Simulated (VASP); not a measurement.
Wanted: the native input for a VASP 6.6.1 run.

```yaml
Task: single point
Functional: PBEsol
Dispersion: D3(BJ)
Potentials_or_basis: VASP PAW PBE potentials, release 64 (Pt, Fe)
Cutoff: 520 eV
k_mesh: 10 × 10 × 7
Occupations: fermi-dirac, width 0.05 eV
Spin: collinear spin, ferromagnetic start
Starting_moments: "[0.0, 3.0] μB"
Dipole_correction: no
Further_INCAR_settings: ALGO = Normal; EDIFF = 1e-07; NBANDS = 20
```

The structure of FePt lies in POSCAR:

```
FePt
1.0
    2.6713922690      0.0000000000      0.0000000000
    0.0000000000      2.6713922690      0.0000000000
    0.0000000000      0.0000000000      3.6643814497
Pt Fe
1 1
Direct
    0.5000000000      0.5000000000      0.5000000000
    0.0000000000      0.0000000000      0.0000000000
```

The input as run:

INCAR

```
PREC = Accurate
ENCUT = 520
EDIFF = 1E-7
ISMEAR = -1
SIGMA = 0.05
LREAL = False
LASPH = True
NELM = 150
ALGO = Normal
ISIF = 2
LWAVE = False
LCHARG = False
ISPIN = 2
MAGMOM = 0 3
LORBIT = 11
LMAXMIX = 4
GGA = PS
IVDW = 12
NBANDS = 20
```

KPOINTS

```
Automatic mesh
0
Gamma
  10 10 7
```

Potentials or basis: VASP PAW PBE potentials, release 64 (Pt, Fe).

Run with:

```console
$ cat potpaw_PBE.64/Pt/POTCAR potpaw_PBE.64/Fe/POTCAR > POTCAR
$ mpirun -np 1 vasp_std > vasp.out
```

Results of the run:

The pressure is -0.3 GPa, the net moment is 3.20 μB per cell and the site moments are Pt +0.34; Fe +2.82 μB. The valence electrons inside the program's atomic spheres are Pt 9.55; Fe 7.11 and the dispersion energy per atom is -0.538 eV.

Caveat: the PAW data sets were made with another functional, which shifts forces and pressure a little.

Wall time 79 s on 1 thread of Oxide Virtual Turin-like Processor, on a shared host, peak memory 0.17 GiB.
